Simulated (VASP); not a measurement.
Crystal: Co.

```
Co
1.0
     2.39957    0.00000    0.00000
    -1.19978    2.07809    0.00000
     0.00000    0.00000    3.86569
Co
2
Direct
  0.33333 0.66667 0.25000
  0.66667 0.33333 0.75000
```

Base run:

```yaml
Program: VASP 6.6.1
Functional: LDA
Potentials_or_basis: VASP PAW LDA potentials, release 64 (Co)
Cutoff: 520 eV
k_mesh: 15 × 15 × 8
Occupations: fermi-dirac, width 0.6 eV
Spin: no spin polarisation
```

Its results: band gap on the k mesh zero (bands 9 and 10 overlap by 1.76 eV); pressure 15.1 GPa.

Task: After a change of settings the same cell gave: band gap on the k mesh zero (bands 9 and 10 overlap by 1.75 eV); pressure 3.9 GPa. Which change was it?
A. occupations from fermi-dirac, width 0.6 eV to fermi-dirac, width 0.2 eV; further incar settings from ALGO = Normal; EDIFF = 1e-06; NBANDS = 16 to ALGO = Normal; EDIFF = 1e-07; NBANDS = 16
B. occupations from fermi-dirac, width 0.6 eV to fermi-dirac, width 0.3 eV
C. occupations from fermi-dirac, width 0.6 eV to fermi-dirac, width 1 eV

Result: B.

Caveats: the cell stands under pressure; so wide a smearing shifts energies and pressures; the run has no spin polarisation, though such a crystal can be magnetic.
